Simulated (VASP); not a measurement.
Runs of VASP 6.6.1 on GaSb. The structure is that of space group F-43m (No. 216), or close to it. The cells are those of the table. 

```tsv
level	spin	cell	k mesh	smearing	grid for exact exchange (PRECFOCK)	share of exact exchange	screening parameter	pressure (GPa)	moment (μB)
r2SCAN	non-collinear, zero start, SOC	a = 4.423 Å, angles 60.0°, 2 atoms	8 × 8 × 8	fermi-dirac 0.02 eV	-	-	-	-2.7	0.00
r2SCAN	non-collinear, zero start, SOC	a = 4.466 Å, angles 60.0°, 2 atoms	8 × 8 × 8	fermi-dirac 0.02 eV	-	-	-	-3.7	0.00
r2SCAN	non-collinear, zero start, SOC	a = 4.509 Å, angles 60.0°, 2 atoms	8 × 8 × 8	fermi-dirac 0.02 eV	-	-	-	-4.6	0.00
HSE06	off	a = 4.249 Å, angles 60.0°, 2 atoms	6 × 6 × 6	gaussian 0.01 eV	Normal	0.25	0.2079 1/Å	(a)	-
```

Alike in all rows: task single point; potentials or basis VASP PAW PBE potentials, release 64 (Ga_d, Sb); cutoff (eV) 520.

Q: Estimate the missing entries.

A: (a) 3.4.

Caveats: the PAW data sets were made with another functional, which shifts forces and pressure a little; the cell stands under tension (at least some runs); the cell stands under pressure (at least some runs).
